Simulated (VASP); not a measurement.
Runs of VASP 6.6.1 on SrHg3O4. The structure is that of space group Pm-3m (No. 221), or close to it. The cells are those of the table. 

```csv
cell,k mesh,smearing,gap on the mesh (eV),pressure (GPa)
"a = 4.927 Å, 8 atoms",4 × 4 × 4,gaussian 0.1 eV,none,5.2
"a = 4.783 Å, 8 atoms",8 × 8 × 8,gaussian 0.1 eV,none,(a)
"a = 4.991 Å, 8 atoms",4 × 4 × 4,gaussian 0.2 eV,none,0.8
"a = 4.837 Å, 8 atoms",8 × 8 × 8,gaussian 0.1 eV,none,13.1
"a = 4.991 Å, 8 atoms",4 × 4 × 4,gaussian 0.1 eV,none,0.8
```

Alike in all rows: task single point; level PBE; potentials or basis VASP PAW PBE potentials, release 64 (Sr_sv, Hg, O); no spin polarisation; cutoff (eV) 520.

Task: Estimate the missing entries.

Result: (a) 18.9.

Caveats: spin-orbit coupling is left out, which moves the levels of the heavy elements.

A k mesh can miss the band edges, and the runs leave out spin-orbit coupling on Hg, Sr.

A gap of «none» marks levels without a gap at the run's occupations.
